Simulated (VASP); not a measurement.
# PbS (Fm-3m) in VASP: further runs

Runs on PbS. Level: LDA. Tasks: electric field gradients.

Everything below comes from runs of VASP 6.6.1. Logs are shortened: lines on timing, memory, paths and dates and some standing lists are left out, and cuts for length are marked.

**1. The cell of the first run**

It takes space group Fm-3m (No. 225, cubic). The conventional cell has a = 5.809 Å, b = 5.809 Å, c = 5.809 Å, α = 90.00°, β = 90.00°, γ = 90.00°. Within 3.8 Å of Pb (site symmetry m-3m) lie 6 S at 2.90 Å. S (site symmetry m-3m) has 6 Pb at 2.90 Å within 3.8 Å.

**2. Electric field gradients, LDA (volume scaled by 0.94)**

INCAR

```
SYSTEM = PbS
  ALGO = Normal
  EDIFF = 1E-8
  ENCUT = 520
  GGA = CA
  ISIF = 2
  ISMEAR = -1
  LASPH = .True.
  LCHARG = .False.
  LEFG = .True.
  LREAL = .False.
  LWAVE = .False.
  NBANDS = 17
  NELM = 60
  PREC = Accurate
  SIGMA = 0.01
```

KPOINTS

```
k-points
0
Gamma
  8 8 8
  0 0 0
```

POSCAR

```
PbS
1.0
    0.0000000000      2.9044728123      2.9044728123
    2.9044728123      0.0000000000      2.9044728123
    2.9044728123      2.9044728123      0.0000000000
Pb S
1 1
Direct
    0.0000000000      0.0000000000      0.0000000000
    0.5000000000      0.5000000000      0.5000000000
```

Potentials or basis: VASP PAW LDA potentials, release 64 (Pb_d, S).

On the command line:

```bash
> cat potpaw_LDA.64/Pb_d/POTCAR potpaw_LDA.64/S/POTCAR > POTCAR
> mpirun -np 1 vasp_std > vasp.out
```

OUTCAR:

```text
SYSTEM = PbS
   EDIFF = 1E-8
   ENCUT = 520
   GGA = CA
   ISIF = 2
   ISMEAR = -1
   LASPH = .True.
   LREAL = .False.
   NELM = 60
   PREC = Accurate

 ion  position               nearest neighbor table
   1  0.000  0.000  0.000-   2 2.90   2 2.90   2 2.90   2 2.90   2 2.90   2 2.90
   2  0.500  0.500  0.500-   1 2.90   1 2.90   1 2.90   1 2.90   1 2.90   1 2.90

  LATTYP: Found a face centered cubic cell.
 ALAT       =     5.8089456246

  Lattice vectors:

 A1 = (   0.0000000000,   2.9044728123,   2.9044728123)
 A2 = (   2.9044728123,   0.0000000000,   2.9044728123)
 A3 = (   2.9044728123,   2.9044728123,   0.0000000000)

Analysis of symmetry for initial positions (statically):
=====================================================================
 Subroutine PRICEL returns:
 Original cell was already a primitive cell.

 Routine SETGRP: Setting up the symmetry group for a
 face centered cubic supercell.

 Subroutine GETGRP returns: Found 48 space group operations
 (whereof 48 operations were pure point group operations)
 out of a pool of 48 trial point group operations.

The static configuration has the point symmetry O_h .

Analysis of symmetry for dynamics (positions and initial velocities):
=====================================================================
 Subroutine PRICEL returns:
 Original cell was already a primitive cell.

 Routine SETGRP: Setting up the symmetry group for a
 face centered cubic supercell.

 Subroutine GETGRP returns: Found 48 space group operations
 (whereof 48 operations were pure point group operations)
 out of a pool of 48 trial point group operations.

The dynamic configuration has the point symmetry O_h .

 Subroutine INISYM returns: Found 48 space group operations
 (whereof 48 operations are pure point group operations),
 and found     1 'primitive' translations

----------------------------------------------------------------------------------------

                                     Primitive cell

  volume of cell :      49.0040

  direct lattice vectors                    reciprocal lattice vectors
     0.000000000  2.904472812  2.904472812    -0.172148280  0.172148280  0.172148280
     2.904472812  0.000000000  2.904472812     0.172148280 -0.172148280  0.172148280
     2.904472812  2.904472812  0.000000000     0.172148280  0.172148280 -0.172148280

  length of vectors
     4.107544843  4.107544843  4.107544843     0.298169568  0.298169568  0.298169568

  position of ions in fractional coordinates (direct lattice)
     0.000000000  0.000000000  0.000000000
     0.500000000  0.500000000  0.500000000

  ion indices of the primitive-cell ions
   primitive index   ion index
                 1           1
                 2           2

----------------------------------------------------------------------------------------

 KPOINTS: k-points

Automatic generation of k-mesh.
 Grid dimensions read from file:
 generate k-points for:    8    8    8

 Generating k-lattice:

  Cartesian coordinates                     Fractional coordinates (reciprocal lattice)
    -0.021518535  0.021518535  0.021518535     0.125000000  0.000000000  0.000000000
     0.021518535 -0.021518535  0.021518535     0.000000000  0.125000000  0.000000000
     0.021518535  0.021518535 -0.021518535     0.000000000  0.000000000  0.125000000

  Length of vectors
     0.037271196  0.037271196  0.037271196

  Shift w.r.t. Gamma in fractional coordinates (k-lattice)
     0.000000000  0.000000000  0.000000000

 Subroutine IBZKPT returns following result:
 ===========================================

 Found     29 irreducible k-points:

 Following reciprocal coordinates:
            Coordinates               Weight
  0.000000  0.000000  0.000000      1.000000
  0.125000  0.000000  0.000000      8.000000
  0.250000  0.000000  0.000000      8.000000
  0.375000  0.000000  0.000000      8.000000
  0.500000  0.000000  0.000000      4.000000
  0.125000  0.125000  0.000000      6.000000
[... 16 lines left out ...]
  0.500000  0.250000  0.125000     48.000000
 -0.375000  0.250000  0.125000     24.000000
 [... further k-points ...]
   k-points           NKPTS =     29   k-points in BZ     NKDIM =     29   number of bands    NBANDS=     17
   number of dos      NEDOS =    301   number of ions     NIONS =      2
   total plane-waves  NPLWV =  32768
   dimension x,y,z NGX =    32 NGY =   32 NGZ =   32
   dimension x,y,z NGXF=    64 NGYF=   64 NGZF=   64
   ions per type =               1   1
   NGX,Y,Z   is equivalent  to a cutoff of  12.95, 12.95, 12.95 a.u.
   NGXF,Y,Z  is equivalent  to a cutoff of  25.90, 25.90, 25.90 a.u.
 SYSTEM =  PbS
   PREC   = accura    normal or accurate (medium, high low for compatibility)
   ISTART =      0    job   : 0-new  1-cont  2-samecut
   ICHARG =      2    charge: 1-file 2-atom 10-const
   ISPIN  =      1    spin polarized calculation?
   LNONCOLLINEAR =      F non collinear calculations
   LSORBIT =      F    spin-orbit coupling
   LASPH  =      T    aspherical Exc in radial PAW
   ENCUT  =  520.0 eV  38.22 Ry    6.18 a.u.   7.64  7.64  7.64*2*pi/ulx,y,z
   NELM   =     60;   NELMIN=  2; NELMDL= -5     # of ELM steps
   EDIFF  = 0.1E-07   stopping-criterion for ELM
   LREAL  =      F    real-space projection
   EDIFFG = 0.1E-06   stopping-criterion for IOM
   NSW    =      0    number of steps for IOM
   IBRION =     -1    ionic relax: 0-MD 1-quasi-New 2-CG
   NFREE  =      0    steps in history (QN), initial steepest desc. (CG)
   ISIF   =      2    stress and relaxation
   ISYM   =      2    0-nonsym 1-usesym 2-fastsym
   POTIM  = 0.5000    time-step for ionic-motion
   TEBEG  =    0.0;   TEEND  =   0.0 temperature during run
   PSTRESS=    0.0 pullay stress
   NELECT =      20.0000    total number of electrons
   NUPDOWN=      -1.0000    fix difference up-down
   EMIN   =  10.00;   EMAX   =-10.00  energy-range for DOS
   EFERMI =   0.00;   METHOD = LEGACY
   ISMEAR =    -1;   SIGMA  =   0.01  broadening in eV -4-tet -1-fermi 0-gaus
   EFERMI_NEDOS =   21; number of points for ismear=-14 and -15
   IALGO  =     38    algorithm
   IMIX   =      4    mixing-type and parameters
     AMIX     =   0.40;   BMIX     =  1.00
     AMIX_MAG =   1.60;   BMIX_MAG =  1.00
  volume/ion in A,a.u.               =      24.50       165.35
  Fermi-wavevector in a.u.,A,eV,Ry     =   1.214342  2.294773 20.063496  1.474625
  Thomas-Fermi vector in A             =   2.349764
   LORBIT       =      0    0 simple, 1 ext, 2 COOP (PROOUT), +10 PAW based schemes
   GGA     = CA    functional components
   LHFCALC =     F    Hartree Fock is set to
   AEXX    =    0.0000 exact exchange contribution
   IVDW    =     0    specifies the selected vdW correction
   LEPSILON=     F    determine dielectric tensor
   LRPA    =     F    only Hartree local field effects (RPA)
 non-spin polarized calculation
  energy-cutoff  :      520.00
  volume of cell :       49.00
 maximum number of plane-waves:      1363
   NGX = 15   NGY = 15   NGZ = 15

 number of electron      20.0000001 magnetization

 Free energy of the ion-electron system (eV)
  ---------------------------------------------------
  ext. energy  EPLUGINS =         0.00000000
  ---------------------------------------------------
  free energy    TOTEN  =        -9.99513869 eV

  energy without entropy =       -9.99501178  energy(sigma->0) =       -9.99507523

 E-fermi :   6.5140     XC(G=0): -10.3198

 val. band max:        6.4958934757   @ k =   0.5000   0.0000   0.0000
 cond. band min:       6.5320967108   @ k =   0.5000   0.0000   0.0000
 fundamental gap:      0.0362032351
 Fermi energy:         6.5139950934

 k-point     1 :       0.0000    0.0000    0.0000
  band No.  band energies     occupation
      1     -10.4480      2.00000
      2     -10.4480      2.00000
      3     -10.4480      2.00000
      4     -10.4415      2.00000
      5     -10.4415      2.00000
      6      -7.7135      2.00000
[... 9 lines left out ...]
     16      12.9371      0.00000
     17      14.6966      0.00000

 k-point     2 :       0.1250    0.0000    0.0000
  band No.  band energies     occupation
      1     -10.4492      2.00000
      2     -10.4492      2.00000
      3     -10.4473      2.00000
      4     -10.4375      2.00000
      5     -10.4375      2.00000
      6      -7.5637      2.00000
[... 9 lines left out ...]
     16      13.3388      0.00000
     17      16.0498      0.00000
[... 421 lines left out ...]
 k-point    24 :      -0.3750    0.2500    0.1250
  band No.  band energies     occupation
      1     -10.5381      2.00000
      2     -10.4620      2.00000
      3     -10.4309      2.00000
      4     -10.4115      2.00000
      5     -10.3837      2.00000
      6      -5.9727      2.00000
[... 9 lines left out ...]
     16      17.3064      0.00000
     17      17.5891      0.00000

 [... further k-points ...]

------------------------ aborting loop because EDIFF is reached ----------------------------------------

  FORCE on cell =-STRESS in cart. coord.  units (eV):
  Direction    XX          YY          ZZ          XY          YZ          ZX
  --------------------------------------------------------------------------------------
  -------------------------------------------------------------------------------------
  Total        0.3584152      0.3584152      0.3584152      0.0000000      0.0000000     -0.0000000
  in kB       11.7183107     11.7183107     11.7183107      0.0000000      0.0000000     -0.0000000
  external PRESSURE =      11.7183107 kB  Pullay stress =       0.0000000 kB

 VOLUME and BASIS-vectors are now :
 -----------------------------------------------------------------------------
  energy-cutoff  :      520.00
  volume of cell :       49.00
      direct lattice vectors                 reciprocal lattice vectors
     0.000000000  2.904472812  2.904472812    -0.172148280  0.172148280  0.172148280
     2.904472812  0.000000000  2.904472812     0.172148280 -0.172148280  0.172148280
     2.904472812  2.904472812  0.000000000     0.172148280  0.172148280 -0.172148280

 POSITION                                       TOTAL-FORCE (eV/Angst)
 -----------------------------------------------------------------------------------
      0.00000      0.00000      0.00000        -0.000000      0.000000      0.000000
      2.90447      2.90447      2.90447         0.000000     -0.000000     -0.000000
 -----------------------------------------------------------------------------------
    total drift:                                0.000000     -0.000000     -0.000000

  FREE ENERGIE OF THE ION-ELECTRON SYSTEM (eV)
  ---------------------------------------------------
  free  energy   TOTEN  =        -9.9951386855 eV

  energy  without entropy=       -9.9950117840  energy(sigma->0) =       -9.99507523

 Electric field gradients (V/A^2)
---------------------------------------------------------------------
 ion       V_xx      V_yy      V_zz      V_xy      V_xz      V_yz
---------------------------------------------------------------------
   1      -0.000    -0.000    -0.000    -0.000    -0.000    -0.000
   2      -0.000     0.000    -0.000    -0.000    -0.000    -0.000
---------------------------------------------------------------------

 Electric field gradients after diagonalization (V/A^2)
 (convention: |V_zz| > |V_xx| > |V_yy|)
----------------------------------------------------------------------
 ion       V_xx      V_yy      V_zz     asymmetry (V_yy - V_xx)/ V_zz
----------------------------------------------------------------------
   1       0.000     0.000    -0.001       0.000
   2       0.000     0.000    -0.000       0.000
----------------------------------------------------------------------

           NMR quadrupolar parameters

 Cq : quadrupolar parameter    Cq=e*Q*V_zz/h
 eta: asymmetry parameters     (V_yy - V_xx)/ V_zz
 Q  : nuclear electric quadrupole moment in mb (millibarn)
----------------------------------------------------------------------
 ion       Cq(MHz)       eta       Q (mb)
----------------------------------------------------------------------
   1      -0.000       0.000       1.000
   2      -0.000       0.000       1.000
----------------------------------------------------------------------
```

Wall time 26 s (1 thread of Intel Xeon 8259CL, shared host); peak memory 0.16 GiB.

Results:

- Free energy: -9.9951 eV
- Pressure: 1.2 GPa
- Band gap on the k mesh: 0.04 eV, direct

Levels at points of the mesh, in eV from the valence-band top:
```tsv
k point	band 6	band 7	band 8	band 9	band 10	band 11	band 12	band 13	band 14	band 15
(0.00, 0.00, 0.00)	-14.21	-6.01	-2.53	-2.53	-2.53	5.21	5.21	5.21	6.44	6.44
(0.50, 0.00, 0.00)	-12.76	-9.37	-2.07	-2.07	0.00	0.04	1.64	1.64	8.51	9.93
(0.50, 0.50, 0.00)	-12.20	-7.43	-5.86	-3.93	-3.93	3.41	5.63	5.76	5.76	11.20
```

Caveat: without QUAD_EFG the Cq values of the log hold for a quadrupole moment of 1 mb, not for the nuclei; spin-orbit coupling is left out, which moves the levels of the heavy elements. A k mesh can miss the band edges.

(Continued in part 2 of 2.)
